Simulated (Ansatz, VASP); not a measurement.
## Two plane-wave programs on Si

The input INCAR:

```
SYSTEM = Si
PREC = Accurate
ENCUT = 520
EDIFF = 1E-7
ISMEAR = 0
SIGMA = 0.05
LREAL = .FALSE.
LASPH = .TRUE.
NELM = 100
ALGO = Normal
ISIF = 2
LWAVE = .FALSE.
LCHARG = .TRUE.
GGA = PE
LELF = .TRUE.
LVHAR = .TRUE.
NBANDS = 11
```

KPOINTS

```
regular mesh
0
G
  10 10 10
  0 0 0
```

Contents of POSCAR:

```
Si
1.0
    0.0000000000      2.7113855922      2.9160952044
    2.7113855922      0.0000000000      2.9160952044
    2.7113855922      2.7113855922      0.0000000000
Si
2
Direct
    0.5000000000      0.5000000000      0.5000000000
    0.7500000000      0.7500000000      0.7500000000
```

Input for Ansatz:

```yaml
crystal:
  lattice:
    - [0.0, 2.7113855922, 2.9160952044]
    - [2.7113855922, 0.0, 2.9160952044]
    - [2.7113855922, 2.7113855922, 0.0]
  atoms:
    - { symbol: Si, position: [0.5, 0.5, 0.5] }
    - { symbol: Si, position: [0.75, 0.75, 0.75] }
basis:
  ecutwfc: 420
kpoints:
  mp_grid: { grid: [10, 10, 10] }
hamiltonian:
  xc: pbe
scf:
  occupations: { method: gaussian, width: 0.05 }
output:
  forces: true
  stress: true
  eigenvalues: true
```

Alike in both runs: task single point; functional PBE; k mesh 10 × 10 × 10; occupations gaussian, width 0.05 eV; no spin polarisation.

|  | VASP | Ansatz |
| --- | --- | --- |
| version | VASP 6.6.1 | Ansatz 0.2.0 |
| potentials or method | VASP PAW PBE potentials, release 64 (Si), cutoff 520 eV | scalar-relativistic, plane waves, PAW |
| valence electrons in the cell | 8 | 8 |

Ansatz gave:

- gap on the k mesh at the Fermi level (eV): 0.31
- least direct gap on the mesh (eV): 1.92
- pressure (GPa): -3.8
- traceless stress, the component that is largest in VASP (GPa): -5.12

Question: Which values does VASP return?

Answer: gap on the k mesh at the Fermi level (eV): 0.31; least direct gap on the mesh (eV): 1.93; pressure (GPa): -3.9; traceless stress, the component that is largest in VASP (GPa): -5.13.
